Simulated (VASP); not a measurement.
# Sr3Zn2H: relaxation of cell and atoms with PBE

Crystal: Sr3Zn2H.

```
CELL_PARAMETERS angstrom
6.18227 0.00000 0.00000
0.00000 6.18227 0.00000
0.00000 0.00000 3.86400
ATOMIC_POSITIONS crystal
Sr 0.00000 0.50000 0.00000
Sr 0.50000 0.00000 0.00000
Sr 0.00000 0.00000 0.00000
Zn 0.50000 0.50000 0.50000
Zn 0.50000 0.50000 0.00000
H 0.00000 0.00000 0.50000
```

The cell was built from a structure type or drawn by symmetry, and may not be a known phase.

```json
{
 "Program": "VASP 6.6.1",
 "Task": "relaxation of cell and atoms",
 "Functional": "PBE",
 "Potentials or basis": "VASP PAW PBE potentials, release 64 (Sr_sv, Zn, H)",
 "Cutoff": "600 eV",
 "k mesh": "4 × 4 × 4",
 "Occupations": "gaussian, width 0.1 eV",
 "Spin": "no spin polarisation",
 "Dipole correction": "no",
 "Further INCAR settings": "ALGO = Normal; EDIFF = 1e-06; IBRION = 2; EDIFFG = -0.04; NSW = 90; ISIF = 3"
}
```

```
Relaxed volume                        : 38.91 Å³/atom
Relaxed cell                          : a = 7.106 Å, b = 7.106 Å, c = 4.624 Å, α = 90.00°, β = 90.00°, γ = 90.00°
Space group after relaxing (to 0.1 Å) : P4/mmm (No. 123)
Energy gained by relaxing             : 595.3 meV/atom
Ionic steps                           : 11
Pressure after relaxing               : 0.1 GPa
Band gap on the k mesh                : zero (an odd number of electrons rules out a gap without spin polarisation)
```

Stress tensor (GPa, compression positive):
```
0.03 0.00 0.00
0.00 0.03 0.00
0.00 0.00 0.15
```

Step by step:
```tsv
step	energy change (eV)	largest force (eV/Å)	pressure (GPa)	volume (Å³)
1	0.0000	0.0000	17.96	147.68
2	-2.9323	0.0000	0.09	211.34
3	-3.1311	0.0000	2.59	188.16
4	-3.1427	0.0000	1.95	192.48
5	-3.1426	0.0000	2.07	191.53
6	-3.3882	0.0000	1.08	204.53
7	-3.5503	0.0000	0.16	225.08
8	-3.5701	0.0000	-0.09	234.21
9	-3.5707	0.0000	-0.15	236.30
10	-3.5706	0.0000	-0.13	235.36
11	-3.5720	0.0000	0.07	233.47
```

Final structure:
```cif
data_structure
_symmetry_space_group_name_H-M 'P 1'
_symmetry_Int_Tables_number 1
_cell_length_a 7.1060
_cell_length_b 7.1060
_cell_length_c 4.6236
_cell_angle_alpha 90.000
_cell_angle_beta 90.000
_cell_angle_gamma 90.000
_cell_volume 233.47
loop_
_atom_site_label
_atom_site_type_symbol
_atom_site_fract_x
_atom_site_fract_y
_atom_site_fract_z
_atom_site_occupancy
Sr1 Sr 0.00000 0.50000 0.00000 1
Sr2 Sr 0.50000 0.00000 0.00000 1
Sr3 Sr 0.00000 0.00000 0.00000 1
Zn1 Zn 0.50000 0.50000 0.50000 1
Zn2 Zn 0.50000 0.50000 0.00000 1
H1 H 0.00000 0.00000 0.50000 1
```

Levels at points of the mesh, in eV from the Fermi level:
```
           k point  band 24  band 25  band 26  band 27  band 28  band 29  band 30  band 31
(0.00, 0.00, 0.00)    -3.78    -1.17    -0.85    -0.85    -0.54    -0.14     0.45     0.50
(0.50, 0.00, 0.00)    -3.87    -1.96    -1.06    -0.71     0.14     0.29     0.47     0.77
(0.50, 0.50, 0.00)    -3.70    -2.18    -2.18     0.03     0.18     0.71     0.71     1.24
(0.00, 0.00, 0.50)    -4.02    -2.23    -1.12    -0.23    -0.23     0.21     0.34     0.84
(0.50, 0.00, 0.50)    -4.02    -2.37    -1.30     0.06     0.22     0.47     0.56     0.71
(0.50, 0.50, 0.50)    -4.03    -2.36    -0.68    -0.68    -0.10    -0.10     0.18     1.42
```

It took 23 min on 1 thread of Oxide Virtual Turin-like Processor (shared host), peak memory 0.31 GiB.

Caveat: the k points lie up to 0.34 Å⁻¹ apart in the final cell, too coarse for converged energies and pressures of a metal; the volume moved by over 15 % at a fixed basis, so the end points are rough.
